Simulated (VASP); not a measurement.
# HfN (Fmm2) in VASP: a series of runs

Runs on HfN. Level: LDA. Tasks: single point.

Everything below comes from runs of VASP 6.6.1. Logs are shortened: lines on timing, memory, paths and dates and some standing lists are left out, and cuts for length are marked.

**1. The cell of the first run**

Symmetry: Fmm2, No. 42, orthorhombic system. The conventional cell has a = 4.289 Å, b = 4.468 Å, c = 4.289 Å, α = 90.00°, β = 90.00°, γ = 90.00°. Hf (site symmetry mm2) has 6 N at 2.05 to 2.24 Å within 2.7 Å. N (site symmetry mm2) has 6 Hf at 2.05 to 2.24 Å within 2.7 Å.

**2. Single point, LDA**

File INCAR:

```
SYSTEM = HfN
PREC = Accurate ; ENCUT = 520
EDIFF = 1E-6 ; ISMEAR = 0
SIGMA = 0.15 ; LREAL = .False.
LASPH = .True. ; NELM = 60
ALGO = Normal ; ISIF = 2
LWAVE = .False. ; LCHARG = .True.
GGA = CA ; LELF = .True.
LVHAR = .True. ; NBANDS = 14
```

File KPOINTS:

```
Automatic mesh
0
Gamma
  18 18 18
  0 0 0
```

File POSCAR:

```
HfN
1.0
    0.0000000000      2.1446166521      2.2339756793
    2.1446166521      0.0000000000      2.2339756793
    2.1446166521      2.1446166521      0.0000000000
Hf N
1 1
Direct
   -0.0015807754      0.0015807754      0.0015807754
    0.5201434601      0.4798565399      0.4798565399
```

Potentials or basis: VASP PAW LDA potentials, release 64 (Hf_pv, N).

The run is started by

```
cat potpaw_LDA.64/Hf_pv/POTCAR potpaw_LDA.64/N/POTCAR > POTCAR
mpirun -np 1 vasp_std > vasp.out
```

OUTCAR:

```text
SYSTEM = HfN
   PREC = Accurate
   ENCUT = 520
   EDIFF = 1E-6
   ISMEAR = 0
   LREAL = .False.
   LASPH = .True.
   NELM = 60
   ISIF = 2
   GGA = CA

 ion  position               nearest neighbor table
   1  0.998  0.002  0.002-   2 2.05   2 2.15   2 2.15   2 2.24   2 2.24   2 2.24
   2  0.520  0.480  0.480-   1 2.05   1 2.15   1 2.15   1 2.24   1 2.24   1 2.24

  LATTYP: Found a body centered tetragonal cell.
 ALAT       =     3.0329459555
 C/A-ratio  =     1.4731391275

  Lattice vectors:

 A1 = (  -2.1446166521,   0.0000000000,   2.2339756793)
 A2 = (   2.1446166521,   0.0000000000,   2.2339756793)
 A3 = (   0.0000000000,   2.1446166521,  -2.2339756793)

Analysis of symmetry for initial positions (statically):
=====================================================================
 Subroutine PRICEL returns:
 Original cell was already a primitive cell.

 Routine SETGRP: Setting up the symmetry group for a
 body centered tetragonal supercell.

 Subroutine GETGRP returns: Found  4 space group operations
 (whereof  4 operations were pure point group operations)
 out of a pool of 16 trial point group operations.

The static configuration has the point symmetry C_2v.

Analysis of symmetry for dynamics (positions and initial velocities):
=====================================================================
 Subroutine PRICEL returns:
 Original cell was already a primitive cell.

 Routine SETGRP: Setting up the symmetry group for a
 body centered tetragonal supercell.

 Subroutine GETGRP returns: Found  4 space group operations
 (whereof  4 operations were pure point group operations)
 out of a pool of 16 trial point group operations.

The dynamic configuration has the point symmetry C_2v.

 Subroutine INISYM returns: Found  4 space group operations
 (whereof  4 operations are pure point group operations),
 and found     1 'primitive' translations

----------------------------------------------------------------------------------------

                                     Primitive cell

  volume of cell :      20.5498

  direct lattice vectors                    reciprocal lattice vectors
     0.000000000  2.144616652  2.233975679    -0.233141900  0.233141900  0.223816224
     2.144616652  0.000000000  2.233975679     0.233141900 -0.233141900  0.223816224
     2.144616652  2.144616652  0.000000000     0.233141900  0.233141900 -0.223816224

  length of vectors
     3.096777021  3.096777021  3.032945955     0.398502186  0.398502186  0.398502186

  position of ions in fractional coordinates (direct lattice)
     0.998419225  0.001580775  0.001580775
     0.520143460  0.479856540  0.479856540

  ion indices of the primitive-cell ions
   primitive index   ion index
                 1           1
                 2           2

----------------------------------------------------------------------------------------

 KPOINTS: Automatic mesh

Automatic generation of k-mesh.
 Grid dimensions read from file:
 generate k-points for:   18   18   18

 Generating k-lattice:

  Cartesian coordinates                     Fractional coordinates (reciprocal lattice)
    -0.012952328  0.012952328  0.012434235     0.055555556  0.000000000  0.000000000
     0.012952328 -0.012952328  0.012434235     0.000000000  0.055555556  0.000000000
     0.012952328  0.012952328 -0.012434235    -0.000000000 -0.000000000  0.055555556

  Length of vectors
     0.022139010  0.022139010  0.022139010

  Shift w.r.t. Gamma in fractional coordinates (k-lattice)
     0.000000000  0.000000000  0.000000000

 Subroutine IBZKPT returns following result:
 ===========================================

 Found    865 irreducible k-points:

 Following reciprocal coordinates:
            Coordinates               Weight
  0.000000  0.000000  0.000000      1.000000
  0.055556 -0.000000  0.000000      8.000000
  0.111111 -0.000000  0.000000      8.000000
  0.166667  0.000000  0.000000      8.000000
  0.222222  0.000000  0.000000      8.000000
  0.277778  0.000000  0.000000      8.000000
[... 16 lines left out ...]
 -0.277778  0.055556  0.000000      8.000000
 -0.222222  0.055556  0.000000      8.000000
 [... further k-points ...]
   k-points           NKPTS =    865   k-points in BZ     NKDIM =    865   number of bands    NBANDS=     14
   number of dos      NEDOS =    301   number of ions     NIONS =      2
   total plane-waves  NPLWV =  13824
   dimension x,y,z NGX =    24 NGY =   24 NGZ =   24
   dimension x,y,z NGXF=    48 NGYF=   48 NGZF=   48
   ions per type =               1   1
   NGX,Y,Z   is equivalent  to a cutoff of  12.88, 12.88, 13.16 a.u.
   NGXF,Y,Z  is equivalent  to a cutoff of  25.77, 25.77, 26.31 a.u.
 SYSTEM =  HfN
   PREC   = accura    normal or accurate (medium, high low for compatibility)
   ISTART =      0    job   : 0-new  1-cont  2-samecut
   ICHARG =      2    charge: 1-file 2-atom 10-const
   ISPIN  =      1    spin polarized calculation?
   LNONCOLLINEAR =      F non collinear calculations
   LSORBIT =      F    spin-orbit coupling
   LASPH  =      T    aspherical Exc in radial PAW
   ENCUT  =  520.0 eV  38.22 Ry    6.18 a.u.   5.76  5.76  5.64*2*pi/ulx,y,z
   NELM   =     60;   NELMIN=  2; NELMDL= -5     # of ELM steps
   EDIFF  = 0.1E-05   stopping-criterion for ELM
   LREAL  =      F    real-space projection
   EDIFFG = 0.1E-04   stopping-criterion for IOM
   NSW    =      0    number of steps for IOM
   IBRION =     -1    ionic relax: 0-MD 1-quasi-New 2-CG
   NFREE  =      0    steps in history (QN), initial steepest desc. (CG)
   ISIF   =      2    stress and relaxation
   ISYM   =      2    0-nonsym 1-usesym 2-fastsym
   POTIM  = 0.5000    time-step for ionic-motion
   TEBEG  =    0.0;   TEEND  =   0.0 temperature during run
   PSTRESS=    0.0 pullay stress
   NELECT =      15.0000    total number of electrons
   NUPDOWN=      -1.0000    fix difference up-down
   EMIN   =  10.00;   EMAX   =-10.00  energy-range for DOS
   EFERMI =   0.00;   METHOD = LEGACY
   ISMEAR =     0;   SIGMA  =   0.15  broadening in eV -4-tet -1-fermi 0-gaus
   EFERMI_NEDOS =   21; number of points for ismear=-14 and -15
   IALGO  =     38    algorithm
   IMIX   =      4    mixing-type and parameters
     AMIX     =   0.40;   BMIX     =  1.00
     AMIX_MAG =   1.60;   BMIX_MAG =  1.00
  volume/ion in A,a.u.               =      10.27        69.34
  Fermi-wavevector in a.u.,A,eV,Ry     =   1.474018  2.785489 29.561756  2.172728
  Thomas-Fermi vector in A             =   2.588840
   LORBIT       =      0    0 simple, 1 ext, 2 COOP (PROOUT), +10 PAW based schemes
   GGA     = CA    functional components
   LHFCALC =     F    Hartree Fock is set to
   AEXX    =    0.0000 exact exchange contribution
   IVDW    =     0    specifies the selected vdW correction
   LEPSILON=     F    determine dielectric tensor
   LRPA    =     F    only Hartree local field effects (RPA)
 non-spin polarized calculation
 Gauss-broadening in eV      SIGMA  =   0.15
  energy-cutoff  :      520.00
  volume of cell :       20.55
 maximum number of plane-waves:       568
   NGX = 11   NGY = 11   NGZ = 11

 number of electron      15.0000002 magnetization

 Free energy of the ion-electron system (eV)
  ---------------------------------------------------
  ext. energy  EPLUGINS =         0.00000000
  ---------------------------------------------------
  free energy    TOTEN  =       -23.59202844 eV

  energy without entropy =      -23.58623750  energy(sigma->0) =      -23.58913297

 E-fermi :   9.2742     XC(G=0): -13.5755

 val. band max:        9.2728988401   @ k =   0.0556  -0.1667   0.2222
 cond. band min:       9.2759069244   @ k =  -0.3333   0.4444   0.1667
 fundamental gap:      0.0030080844
 Fermi energy:         9.2742364757

 k-point     1 :       0.0000    0.0000    0.0000
  band No.  band energies     occupation
      1     -21.2039      2.00000
      2     -21.2034      2.00000
      3     -21.1773      2.00000
      4      -8.6276      2.00000
      5       5.8657      2.00000
      6       6.0483      2.00000
      7       6.1563      2.00000
      8       8.7484      2.00000
      9       9.0066      1.98838
     10       9.1698      1.67534
     11      10.7479      0.00000
     12      12.0033      0.00000
     13      12.9089      0.00000
     14      19.1902      0.00000

 k-point     2 :       0.0556   -0.0000    0.0000
  band No.  band energies     occupation
      1     -21.2503      2.00000
      2     -21.2078      2.00000
      3     -21.1867      2.00000
      4      -8.5318      2.00000
      5       5.5467      2.00000
      6       5.7675      2.00000
      7       6.0634      2.00000
      8       8.7957      1.99999
      9       9.0917      1.91470
     10       9.2674      1.05118
     11      11.0460      0.00000
     12      12.3072      0.00000
     13      13.1343      0.00000
     14      19.4712      0.00000

 k-point     3 :       0.1111   -0.0000    0.0000
  band No.  band energies     occupation
      1     -21.3961      2.00000
      2     -21.2217      2.00000
      3     -21.1966      2.00000
      4      -8.2562      2.00000
      5       4.8012      2.00000
      6       5.2539      2.00000
      7       5.5827      2.00000
      8       9.0072      1.98819
      9       9.3340      0.57303
     10       9.5087      0.02709
     11      11.7980      0.00000
     12      13.0972      0.00000
     13      13.7402      0.00000
     14      20.2676      0.00000

 k-point     4 :       0.1667    0.0000    0.0000
  band No.  band energies     occupation
      1     -21.6132      2.00000
      2     -21.2436      2.00000
      3     -21.2085      2.00000
      4      -7.8323      2.00000
      5       3.8926      2.00000
      6       4.6401      2.00000
      7       4.9197      2.00000
      8       9.3285      0.60907
      9       9.7470      0.00001
     10       9.9071      0.00000
     11      12.7840      0.00000
     12      14.1732      0.00000
     13      14.5728      0.00000
     14      21.1942      0.00000

 k-point     5 :       0.2222    0.0000    0.0000
  band No.  band energies     occupation
      1     -21.8670      2.00000
      2     -21.2709      2.00000
      3     -21.2222      2.00000
      4      -7.3035      2.00000
      5       2.9360      2.00000
      6       4.0347      2.00000
      7       4.2539      2.00000
      8       9.7045      0.00005
      9      10.3597      0.00000
     10      10.4736      0.00000
     11      13.8462      0.00000
[... 276 lines left out ...]
 k-point    22 :      -0.3333    0.0556    0.0000
  band No.  band energies     occupation
      1     -22.4263      2.00000
      2     -21.3794      2.00000
      3     -21.2389      2.00000
      4      -5.8910      2.00000
      5       0.8771      2.00000
      6       2.9030      2.00000
      7       3.0643      2.00000
      8      10.9438      0.00000
      9      11.9058      0.00000
     10      12.9657      0.00000
     11      15.0507      0.00000
     12      17.2851      0.00000
     13      18.8746      0.00000
     14      21.1822      0.00000

 k-point    23 :      -0.2778    0.0556    0.0000
  band No.  band energies     occupation
      1     -22.2208      2.00000
      2     -21.3549      2.00000
      3     -21.2219      2.00000
      4      -6.4389      2.00000
      5       1.6475      2.00000
      6       3.2741      2.00000
      7       3.4784      2.00000
      8      10.3019      0.00000
      9      11.1497      0.00000
     10      12.1142      0.00000
     11      14.2666      0.00000
     12      16.8528      0.00000
     13      17.7807      0.00000
     14      21.1881      0.00000

 k-point    24 :      -0.2222    0.0556    0.0000
  band No.  band energies     occupation
      1     -21.9798      2.00000
      2     -21.3244      2.00000
      3     -21.2066      2.00000
      4      -7.0138      2.00000
      5       2.5218      2.00000
      6       3.7675      2.00000
      7       3.9901      2.00000
      8       9.8193      0.00000
      9      10.4760      0.00000
     10      11.2396      0.00000
     11      13.2446      0.00000
     12      16.1982      0.00000
     13      16.5527      0.00000
     14      21.1921      0.00000

 [... further k-points ...]

------------------------ aborting loop because EDIFF is reached ----------------------------------------

  FORCE on cell =-STRESS in cart. coord.  units (eV):
  Direction    XX          YY          ZZ          XY          YZ          ZX
  --------------------------------------------------------------------------------------
  -------------------------------------------------------------------------------------
  Total        5.8939791      5.1258408      1.1515063      0.0000000      0.0000000      0.0000000
  in kB      459.5273740    399.6390435     89.7778358      0.0000000      0.0000000      0.0000000
  external PRESSURE =     316.3147511 kB  Pullay stress =       0.0000000 kB

 VOLUME and BASIS-vectors are now :
 -----------------------------------------------------------------------------
  energy-cutoff  :      520.00
  volume of cell :       20.55
      direct lattice vectors                 reciprocal lattice vectors
     0.000000000  2.144616652  2.233975679    -0.233141900  0.233141900  0.223816224
     2.144616652  0.000000000  2.233975679     0.233141900 -0.233141900  0.223816224
     2.144616652  2.144616652  0.000000000     0.233141900  0.233141900 -0.223816224

 POSITION                                       TOTAL-FORCE (eV/Angst)
 -----------------------------------------------------------------------------------
      0.00678      2.14462      2.23398        -1.876523      0.000000      0.000000
      2.05822      2.14462      2.23398         1.876523      0.000000      0.000000
 -----------------------------------------------------------------------------------
    total drift:                                0.000001     -0.000000     -0.000000

  FREE ENERGIE OF THE ION-ELECTRON SYSTEM (eV)
  ---------------------------------------------------
  free  energy   TOTEN  =       -23.5920284427 eV

  energy  without entropy=      -23.5862374962  energy(sigma->0) =      -23.58913297
```

Wall time 59 s (1 thread of Intel Xeon 6975P-C (Granite Rapids), shared host); peak memory 0.35 GiB.

Results:

```yaml
Free_energy: -23.5920 eV
Pressure: 31.6 GPa
Largest_force: 1.877 eV/Å
```

Forces in eV/Å, atoms in the order of the input:
```
Hf  -1.877  0.000  0.000
N    1.877  0.000  0.000
```

Caveat: spin-orbit coupling is left out, which moves the levels of the heavy elements; forces of over 1 eV/Å act on the atoms, so gaps and moduli don't describe the material at rest.

**3. Single point, LDA**

File INCAR:

```
SYSTEM = HfN
PREC     = Accurate       ! precision mode
ENCUT    = 520            ! plane-wave cutoff, eV
EDIFF    = 1E-6           ! SCF threshold, eV
ISMEAR   = 0              ! smearing method
SIGMA    = 0.15           ! smearing width, eV
LREAL    = .FALSE.        ! projectors in reciprocal space
LASPH    = .TRUE.         ! aspherical terms in the spheres
NELM     = 60             ! most SCF steps
ALGO     = Normal         ! electronic algorithm
ISIF     = 2              ! what is computed and relaxed
LWAVE    = .FALSE.        ! write WAVECAR
LCHARG   = .TRUE.         ! write CHGCAR
GGA      = CA             ! functional
LELF     = .TRUE.         ! ELF
LVHAR    = .TRUE.       
NBANDS   = 14             ! bands
```

File KPOINTS:

```
Automatic mesh
0
G
  18 18 18
  0 0 0
```

File POSCAR:

```
HfN
1.0
    0.0000000000      2.1446166521      2.2339756793
    2.1446166521      0.0000000000      2.2339756793
    2.1446166521      2.1446166521      0.0000000000
Hf N
1 1
Direct
   -0.0007903877      0.0007903877      0.0007903877
    0.5100717301      0.4899282699      0.4899282699
```

Potentials or basis: VASP PAW LDA potentials, release 64 (Hf_pv, N).

The run is started by

```
cat potpaw_LDA.64/Hf_pv/POTCAR potpaw_LDA.64/N/POTCAR > POTCAR
mpirun -np 1 vasp_std > vasp.out
```

Run time: 58 s. Hardware: 1 thread of Intel Xeon 6975P-C (Granite Rapids), shared host; peak memory 0.35 GiB.

It converged, with:

| Property | Result |
| --- | --- |
| Free energy | -23.6573 eV |
| Pressure | 30.2 GPa |
| Largest force | 0.930 eV/Å |

Forces on the atoms (eV/Å):
```
Hf  -0.930  0.000  0.000
N    0.930  0.000  0.000
```

Stress tensor (GPa, compression positive):
```
41.60  0.00  0.00
 0.00 40.14  0.00
 0.00  0.00  8.97
```

Levels at points of the mesh, in eV from the Fermi level:
```tsv
k point	band 5	band 6	band 7	band 8	band 9	band 10	band 11	band 12
(0.00, 0.00, 0.00)	-3.30	-3.05	-3.02	-0.74	-0.28	-0.24	1.44	2.59
(0.50, 0.00, 0.00)	-9.52	-6.81	-6.75	3.81	4.13	4.49	5.18	9.57
(0.50, 0.50, 0.00)	-5.53	-4.48	-3.49	-3.30	4.71	6.41	6.42	7.12
(0.50, 0.00, 0.50)	-5.00	-4.61	-3.64	-3.53	4.55	6.06	6.78	7.30
(0.00, 0.50, 0.50)	-4.99	-4.41	-3.84	-3.53	4.54	6.05	6.78	7.29
```

Caveat: spin-orbit coupling is left out, which moves the levels of the heavy elements.

(Part 1 of 2 ends here.)
